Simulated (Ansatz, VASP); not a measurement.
**Two plane-wave programs on Al9H**

File INCAR:

```
SYSTEM = Al9H
  PREC = Accurate
  ENCUT = 520
  EDIFF = 1E-6
  ISMEAR = 0
  SIGMA = 0.1
  LREAL = .False.
  LASPH = .True.
  NELM = 100
  ALGO = Normal
  ISIF = 2
  LWAVE = .False.
  LCHARG = .False.
  LDIPOL = .True.
  IDIPOL = 3
  DIPOL = 0.5 0.5 0.309
  GGA = PE
  NBANDS = 25
```

The input KPOINTS:

```
regular mesh
0
Gamma
  9 3 1
  0 0 0
```

Contents of POSCAR:

```
Al9H
1.0
    2.8543223330      0.0000000000      0.0000000000
   -1.4271611665      9.7033329366      0.0000000000
    0.0000000000      0.0000000000     21.7902708969
Al H
9 1
Direct
    0.5324485604      0.0648971207      0.1835681630
    0.6709687938      0.3419375876      0.2292758741
    0.2986728405      0.5973456810      0.2384174163
    0.9263768872      0.8527537744      0.2475589585
    0.0639738222      0.1277383808      0.2937147080
    0.1995905480      0.4042696935      0.3452583266
    0.8288544886      0.6597110299      0.3524478004
    0.4526361687      0.9111292155      0.3607640453
    0.5925232094      0.1814597089      0.4034034702
    0.8425232094      0.4314597089      0.4350689783
```

Input for Ansatz:

```yaml
crystal:
  lattice:
    - [2.854322333, 0.0, 0.0]
    - [-1.4271611665, 9.7033329366, 0.0]
    - [0.0, 0.0, 21.7902708969]
  atoms:
    - { symbol: Al, position: [0.5324485604, 0.0648971207, 0.183568163] }
    - { symbol: Al, position: [0.6709687938, 0.3419375876, 0.2292758741] }
    - { symbol: Al, position: [0.2986728405, 0.597345681, 0.2384174163] }
    - { symbol: Al, position: [0.9263768872, 0.8527537744, 0.2475589585] }
    - { symbol: Al, position: [0.0639738222, 0.1277383808, 0.293714708] }
    - { symbol: Al, position: [0.199590548, 0.4042696935, 0.3452583266] }
    - { symbol: Al, position: [0.8288544886, 0.6597110299, 0.3524478004] }
    - { symbol: Al, position: [0.4526361687, 0.9111292155, 0.3607640453] }
    - { symbol: Al, position: [0.5925232094, 0.1814597089, 0.4034034702] }
    - { symbol: H, position: [0.8425232094, 0.4314597089, 0.4350689783] }
basis:
  ecutwfc: 420
kpoints:
  mp_grid: { grid: [9, 3, 1] }
hamiltonian:
  xc: pbe
scf:
  occupations: { method: gaussian, width: 0.1 }
output:
  forces: true
  eigenvalues: true
efield:
  axis: 3
  dipole_correction: true
  ramp_width: 0.04
```

Alike in both runs: task single point; functional PBE; k mesh 9 × 3 × 1; occupations gaussian, width 0.1 eV; no spin polarisation.

```csv
,VASP,Ansatz
version,VASP 6.6.1,Ansatz 0.2.0
potentials or method,"VASP PAW PBE potentials, release 64 (Al, H), cutoff 520 eV","scalar-relativistic, plane waves, PAW"
valence electrons in the cell,28,28
```

|  | VASP | Ansatz | Ansatz less VASP |
| --- | --- | --- | --- |
| gap on the k mesh at the Fermi level (eV) | none | none | - |
| rms of the force components (eV/Å) | 0.306 | 0.306 | 0.0000 |

Atom by atom the forces differ by 0.001 eV/Å (rms over components). A gap of «none» marks a metal or a gap that the smearing closes.
